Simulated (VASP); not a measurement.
# ZnO (P6_3mc) in VASP: further runs

The runs below take ZnO through single point, with PBEsol, PBE-based screened hybrid with 10 % exact exchange.

All numbers are computed with VASP 6.6.1; they aren't measurements. Logs are shortened: lines on timing, memory, paths and dates and some standing lists are left out, and cuts for length are marked.

**Measured values to compare with.**

From “Electronic structure of alkaline earth and post-transition metal oxides”, 2009, arxiv:0908.1581, for a bulk crystal of ZnO: band gap 3.37 eV.

The runs below are set against these values where they give the same quantity.

## Step 1: The cell of the first run

Symmetry: P6_3mc, No. 186, hexagonal system. Conventional cell: a = 3.230 Å, b = 3.230 Å, c = 5.214 Å, α = 90.00°, β = 90.00°, γ = 120.00°. Zn (site symmetry 3m) has 4 O at 1.97 to 1.98 Å within 2.6 Å. O (site symmetry 3m) has 4 Zn at 1.97 to 1.98 Å within 2.6 Å.

## Step 2: Single point, PBEsol

INCAR reads:

```
PREC     = Accurate       # precision mode
ENCUT    = 1340           # plane-wave cutoff, eV
EDIFF    = 1E-6           # SCF threshold, eV
ISMEAR   = -1             # smearing method
SIGMA    = 0.05           # smearing width, eV
LREAL    = F              # projectors in reciprocal space
LASPH    = T              # aspherical terms in the spheres
NELM     = 120            # most SCF steps
ALGO     = Normal         # electronic algorithm
ISIF     = 2              # what is computed and relaxed
LWAVE    = F              # write WAVECAR
LCHARG   = T              # write CHGCAR
GGA      = PS             # functional
LELF     = T              # ELF
LVHAR    = T            
NBANDS   = 26             # bands
GGA_COMPAT= F
```

KPOINTS reads:

```
Automatic mesh
0
Gamma
  9 9 5
```

POSCAR reads:

```
ZnO
1.0
    3.2300382529      0.0000000000      0.0000000000
   -1.6150191265      2.7972951822      0.0000000000
    0.0000000000      0.0000000000      5.2142427169
Zn O
2 2
Direct
    0.6666666667      0.3333333333      0.0000338681
    0.3333333333      0.6666666667      0.5000338681
    0.3333333333      0.6666666667      0.8789761319
    0.6666666667      0.3333333333      0.3789761319
```

Potentials or basis: VASP PAW PBE potentials, release 64 (Zn, O_h).

Command:

```
cat potpaw_PBE.64/Zn/POTCAR potpaw_PBE.64/O_h/POTCAR > POTCAR
mpirun -np 1 vasp_std > vasp.out
```

OUTCAR:

```text
PREC = Accurate
   ENCUT = 1340
   EDIFF = 1E-6
   ISMEAR = -1
   LREAL = F
   LASPH = T
   NELM = 120
   ISIF = 2
   GGA = PS

 ion  position               nearest neighbor table
   1  0.667  0.333  0.000-   3 1.97   3 1.97   3 1.97   4 1.98
   2  0.333  0.667  0.500-   4 1.97   4 1.97   4 1.97   3 1.98
   3  0.333  0.667  0.879-   1 1.97   1 1.97   1 1.97   2 1.98
   4  0.667  0.333  0.379-   2 1.97   2 1.97   2 1.97   1 1.98

  LATTYP: Found a hexagonal cell.
 ALAT       =     3.2300382529
 C/A-ratio  =     1.6142975125

  Lattice vectors:

 A1 = (   3.2300382529,   0.0000000000,   0.0000000000)
 A2 = (  -1.6150191265,   2.7972951822,   0.0000000000)
 A3 = (   0.0000000000,   0.0000000000,   5.2142427169)

Analysis of symmetry for initial positions (statically):
=====================================================================
 Subroutine PRICEL returns:
 Original cell was already a primitive cell.

 Routine SETGRP: Setting up the symmetry group for a
 hexagonal supercell.

 Subroutine GETGRP returns: Found 12 space group operations
 (whereof  6 operations were pure point group operations)
 out of a pool of 24 trial point group operations.

The static configuration has the point symmetry C_3v.
 The point group associated with its full space group is C_6v.

Analysis of symmetry for dynamics (positions and initial velocities):
=====================================================================
 Subroutine PRICEL returns:
 Original cell was already a primitive cell.

 Routine SETGRP: Setting up the symmetry group for a
 hexagonal supercell.

 Subroutine GETGRP returns: Found 12 space group operations
 (whereof  6 operations were pure point group operations)
 out of a pool of 24 trial point group operations.

The dynamic configuration has the point symmetry C_3v.
 The point group associated with its full space group is C_6v.

 Subroutine INISYM returns: Found 12 space group operations
 (whereof  6 operations are pure point group operations),
 and found     1 'primitive' translations

----------------------------------------------------------------------------------------

                                     Primitive cell

[... 89 lines left out ...]
   LNONCOLLINEAR =      F non collinear calculations
   LSORBIT =      F    spin-orbit coupling
   LASPH  =      T    aspherical Exc in radial PAW
   ENCUT  = 1340.0 eV  98.49 Ry    9.92 a.u.   9.64  9.64 15.56*2*pi/ulx,y,z
   NELM   =    120;   NELMIN=  2; NELMDL= -5     # of ELM steps
   EDIFF  = 0.1E-05   stopping-criterion for ELM
   LREAL  =      F    real-space projection
   EDIFFG = 0.1E-04   stopping-criterion for IOM
   NSW    =      0    number of steps for IOM
   IBRION =     -1    ionic relax: 0-MD 1-quasi-New 2-CG
   NFREE  =      0    steps in history (QN), initial steepest desc. (CG)
   ISIF   =      2    stress and relaxation
   ISYM   =      2    0-nonsym 1-usesym 2-fastsym
   POTIM  = 0.5000    time-step for ionic-motion
   TEBEG  =    0.0;   TEEND  =   0.0 temperature during run
   PSTRESS=    0.0 pullay stress
   NELECT =      36.0000    total number of electrons
   NUPDOWN=      -1.0000    fix difference up-down
   EMIN   =  10.00;   EMAX   =-10.00  energy-range for DOS
   EFERMI =   0.00;   METHOD = LEGACY
   ISMEAR =    -1;   SIGMA  =   0.05  broadening in eV -4-tet -1-fermi 0-gaus
   EFERMI_NEDOS =   21; number of points for ismear=-14 and -15
   IALGO  =     38    algorithm
   IMIX   =      4    mixing-type and parameters
     AMIX     =   0.40;   BMIX     =  1.00
     AMIX_MAG =   1.60;   BMIX_MAG =  1.00
  volume/ion in A,a.u.               =      11.78        79.48
  Fermi-wavevector in a.u.,A,eV,Ry     =   1.496683  2.828321 30.477881  2.240061
  Thomas-Fermi vector in A             =   2.608668
   LORBIT       =      0    0 simple, 1 ext, 2 COOP (PROOUT), +10 PAW based schemes
   GGA     = PS    functional components
   LHFCALC =     F    Hartree Fock is set to
   AEXX    =    0.0000 exact exchange contribution
   IVDW    =     0    specifies the selected vdW correction
   LEPSILON=     F    determine dielectric tensor
   LRPA    =     F    only Hartree local field effects (RPA)
 non-spin polarized calculation
  energy-cutoff  :     1340.00
  volume of cell :       47.11
 maximum number of plane-waves:      5299
 NGX is ok and might be reduce to    40
   NGX = 19   NGY = 19   NGZ = 31

 number of electron      36.0000000 magnetization

 Free energy of the ion-electron system (eV)
  ---------------------------------------------------
  ext. energy  EPLUGINS =         0.00000000
  ---------------------------------------------------
  free energy    TOTEN  =       -19.42333446 eV

  energy without entropy =      -19.42332545  energy(sigma->0) =      -19.42332996

 E-fermi :   1.8566     XC(G=0): -11.2451

 val. band max:        1.4719079693   @ k =   0.0000   0.0000   0.0000
 cond. band min:       2.1640446272   @ k =   0.0000   0.0000   0.0000
 fundamental gap:      0.6921366579
 Fermi energy:         1.8565635984

 k-point     1 :       0.0000    0.0000    0.0000
  band No.  band energies     occupation
      1     -16.6567      2.00000
      2     -15.9013      2.00000
      3      -4.3379      2.00000
      4      -4.2963      2.00000
      5      -4.2963      2.00000
      6      -4.2530      2.00000
[... 685 lines left out ...]
     25      14.8583      0.00000
     26      16.0518      0.00000

 [... further k-points ...]

------------------------ aborting loop because EDIFF is reached ----------------------------------------

  FORCE on cell =-STRESS in cart. coord.  units (eV):
  Direction    XX          YY          ZZ          XY          YZ          ZX
  --------------------------------------------------------------------------------------
  -------------------------------------------------------------------------------------
  Total        0.2330318      0.2330318      0.2359713     -0.0000000      0.0000000      0.0000000
  in kB        7.9248062      7.9248062      8.0247681     -0.0000000      0.0000000      0.0000000
  external PRESSURE =       7.9581269 kB  Pullay stress =       0.0000000 kB

 VOLUME and BASIS-vectors are now :
 -----------------------------------------------------------------------------
  energy-cutoff  :     1340.00
  volume of cell :       47.11
      direct lattice vectors                 reciprocal lattice vectors
     3.230038253  0.000000000  0.000000000     0.309593857  0.178744097  0.000000000
    -1.615019127  2.797295182  0.000000000     0.000000000  0.357488193  0.000000000
     0.000000000  0.000000000  5.214242717     0.000000000  0.000000000  0.191782403

 POSITION                                       TOTAL-FORCE (eV/Angst)
 -----------------------------------------------------------------------------------
      1.61502      0.93243      0.00018        -0.000000     -0.000000      0.001005
     -0.00000      1.86486      2.60730        -0.000000      0.000000      0.001005
     -0.00000      1.86486      4.58319         0.000000     -0.000000     -0.001005
      1.61502      0.93243      1.97607        -0.000000      0.000000     -0.001005
 -----------------------------------------------------------------------------------
    total drift:                                0.000000     -0.000000     -0.000062

  FREE ENERGIE OF THE ION-ELECTRON SYSTEM (eV)
  ---------------------------------------------------
  free  energy   TOTEN  =       -19.4233344563 eV

  energy  without entropy=      -19.4233254542  energy(sigma->0) =      -19.42332996
```

OSZICAR:

```text
N       E                     dE             d eps       ncg     rms          rms(c)
DAV:   1     0.441958395238E+03    0.44196E+03   -0.31604E+04  1896   0.381E+03
DAV:   2     0.567518695677E+02   -0.38521E+03   -0.36359E+03  1912   0.669E+02
DAV:   3    -0.177008330471E+02   -0.74453E+02   -0.71572E+02  2202   0.218E+02
DAV:   4    -0.221567232448E+02   -0.44559E+01   -0.44119E+01  2070   0.584E+01
DAV:   5    -0.222027067670E+02   -0.45984E-01   -0.45947E-01  2122   0.599E+00    0.144E+01
DAV:   6    -0.192996291049E+02    0.29031E+01   -0.53426E+00  3122   0.596E+01    0.914E+00
DAV:   7    -0.194750200384E+02   -0.17539E+00   -0.25625E+00  2208   0.160E+01    0.552E+00
DAV:   8    -0.194661814800E+02    0.88386E-02   -0.50869E-01  2540   0.679E+00    0.174E+00
DAV:   9    -0.194220014175E+02    0.44180E-01   -0.80744E-02  2676   0.544E+00    0.456E-01
DAV:  10    -0.194232282790E+02   -0.12269E-02   -0.39771E-02  1888   0.157E+00    0.950E-02
DAV:  11    -0.194233696726E+02   -0.14139E-03   -0.11449E-03  2384   0.624E-01    0.474E-02
DAV:  12    -0.194233315797E+02    0.38093E-04   -0.33708E-04  2248   0.471E-01    0.992E-03
DAV:  13    -0.194233381218E+02   -0.65421E-05   -0.21279E-05  2580   0.653E-02    0.181E-02
DAV:  14    -0.194233345370E+02    0.35848E-05   -0.72554E-06  2196   0.278E-02    0.439E-03
DAV:  15    -0.194233344563E+02    0.80670E-07   -0.39266E-07  1184   0.635E-03
   1 F= -.19423334E+02 E0= -.19423330E+02  d E =-.900216E-05
```

stdout:

```text
POSCAR found type information on POSCAR ZnO
 POSCAR found :  2 types and       4 ions
 scaLAPACK will be used
 -----------------------------------------------------------------------------
|                                                                             |
|                                                                             |
|     You enforced a specific xc type in the INCAR file but a different       |
|     I HOPE YOU KNOW WHAT YOU ARE DOING!                                     |
|                                                                             |
 -----------------------------------------------------------------------------

 LDA part: xc-table for (Slater+PW92), standard interpolation
 POSCAR, INCAR and KPOINTS ok, starting setup
 FFT: planning ... GRIDC
 FFT: planning ... GRID_SOFT
 FFT: planning ... GRID
 WAVECAR not read
 entering main loop
```

Wall time 2 min (1 thread of Intel Xeon Platinum 8488C (Sapphire Rapids), shared host); peak memory 0.39 GiB.

Results:

```
Free energy            : -19.4233 eV
Pressure               : 0.8 GPa
Band gap on the k mesh : 0.69 eV
```

Caveat: semilocal functionals underestimate gaps, and a narrow one can read as zero; the PAW data sets were made with another functional, which shifts forces and pressure a little.

## Step 3: Single point, PBE-based screened hybrid with 10 % exact exchange

This run uses another cell than the first one, of 11.90 Å³/atom.

POSCAR reads:

```
ZnO
1.0
    3.2493080000      0.0000000000      0.0000000000
   -1.6246540000      2.8139832727      0.0000000000
    0.0000000000      0.0000000000      5.2057090000
Zn O
2 2
Direct
    0.6666666667      0.3333333333      0.0000000000
    0.3333333333      0.6666666667      0.5000000000
    0.3333333333      0.6666666667      0.8790100000
    0.6666666667      0.3333333333      0.3790100000
```

INCAR.step1 reads:

```
SYSTEM = ZnO
PREC = Accurate ; ENCUT = 1000
EDIFF = 1E-5 ; ISMEAR = -1
SIGMA = 0.05 ; LREAL = .FALSE.
LASPH = .TRUE. ; NELM = 120
ALGO = Normal ; ISIF = 2
LWAVE = .TRUE. ; LCHARG = .FALSE.
GGA = PE ; NBANDS = 26
GGA_COMPAT = .FALSE.
```

INCAR.step2 reads:

```
SYSTEM = ZnO
PREC = Accurate ; ENCUT = 1000
EDIFF = 1E-6 ; ISMEAR = -1
SIGMA = 0.05 ; LREAL = .FALSE.
LASPH = .TRUE. ; NELM = 120
ALGO = Normal ; ISIF = 2
LWAVE = .FALSE. ; LCHARG = .FALSE.
GGA = PE ; LHFCALC = .TRUE.
AEXX = 0.1 ; HFSCREEN = 0.2078699
PRECFOCK = Normal ; ISTART = 1
NBANDS = 26 ; GGA_COMPAT = .FALSE.
```

KPOINTS reads:

```
Automatic mesh
0
G
  5 5 3
  0 0 0
```

Potentials or basis: VASP PAW PBE potentials, release 64 (Zn, O_h).

Command:

```
cat potpaw_PBE.64/Zn/POTCAR potpaw_PBE.64/O_h/POTCAR > POTCAR
cp INCAR.step1 INCAR
mpirun -np 1 vasp_std > vasp.out
cp INCAR.step2 INCAR
mpirun -np 1 vasp_std > vasp.out
```

It took 67 min on 1 thread of AMD EPYC 7R13 (Zen 3), shared host; peak memory 0.37 GiB.

The run converged. Its results:

* Free energy: -19.7370 eV
* Pressure: 4.2 GPa
* Largest force: 0.077 eV/Å
* Band gap on the k mesh: 1.45 eV

Forces in eV/Å, atoms in the order of the input:
```
Zn   0.000  0.000 -0.077
Zn   0.000  0.000 -0.077
O    0.000  0.000  0.077
O    0.000  0.000  0.077
```

Stress tensor (GPa, compression positive):
```
3.67 0.00 0.00
0.00 3.67 0.00
0.00 0.00 5.23
```

Levels at points of the mesh, in eV from the valence-band top:
```
           k point  band 16  band 17  band 18  band 19  band 20  band 21
(0.00, 0.00, 0.00)    -0.07     0.00     0.00     1.45     5.99     9.09
```

Caveat: the k points lie up to 0.45 Å⁻¹ apart; the PAW data sets were made with another functional, which shifts forces and pressure a little.

## Step 4: How close it comes

Step 2. Against the measured gap of ZnO, 3.37 eV (quoted in “Electronic structure of alkaline earth and post-transition metal oxides”, 2009, arxiv:0908.1581), the calculated 0.69 eV is off by -2.68 eV. So large a miss can be the level of theory's own, or it may mean another phase, state or a wrong row. The value is that of PBEsol, without temperature or zero-point motion. Semilocal functionals fall short of measured gaps as a rule.
